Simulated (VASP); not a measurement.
Wanted: the native input for a VASP 6.6.1 run.

| Quantity | Value |
| --- | --- |
| Task | single point |
| Functional | PBEsol |
| Potentials or basis | VASP PAW PBE potentials, release 64 (Ti_sv, O) |
| Cutoff | 520 eV |
| k mesh | 18 × 18 × 16 |
| Occupations | gaussian, width 0.15 eV |
| Spin | no spin polarisation |
| Dipole correction | no |
| Further INCAR settings | ALGO = Normal; EDIFF = 1e-06; NBANDS = 16 |

The structure of TiO lies in POSCAR:

```
TiO
1.0
    2.8816000000      0.0000000000      0.0000000000
   -1.4408000000      2.4955388035      0.0000000000
    0.0000000000      0.0000000000      2.5703000000
Ti O
1 1
Direct
    0.6666666667      0.3333333333      0.0000000000
    0.0000000000      0.0000000000      0.5000000000
```

One way to write it, as run:

INCAR

```
ALGO = Normal ; EDIFF = 1E-6
ENCUT = 520 ; GGA = PS
ISIF = 2 ; ISMEAR = 0
LASPH = True ; LCHARG = False
LREAL = False ; LWAVE = False
NBANDS = 16 ; NELM = 100
PREC = Accurate ; SIGMA = 0.15
```

KPOINTS

```
k-points
0
Gamma
  18 18 16
```

Potentials or basis: VASP PAW PBE potentials, release 64 (Ti_sv, O).

Launch:

```bash
$ cat potpaw_PBE.64/Ti_sv/POTCAR potpaw_PBE.64/O/POTCAR > POTCAR
$ mpirun -np 1 vasp_std > vasp.out
```

It gave:

```
Pressure               : 10.2 GPa
Band gap on the k mesh : zero (bands 9 and 10 overlap by 0.40 eV)
```

Caveat: the stress differs along the axes, from -8 to 46 GPa; the PAW data sets were made with another functional, which shifts forces and pressure a little; semilocal functionals often make such compounds metallic where correlation or magnetic order opens a gap, which also shifts bond lengths.

Run time: 2.8 min on 1 thread of AMD EPYC 7R13, with other jobs on the host, peak memory 0.18 GiB.
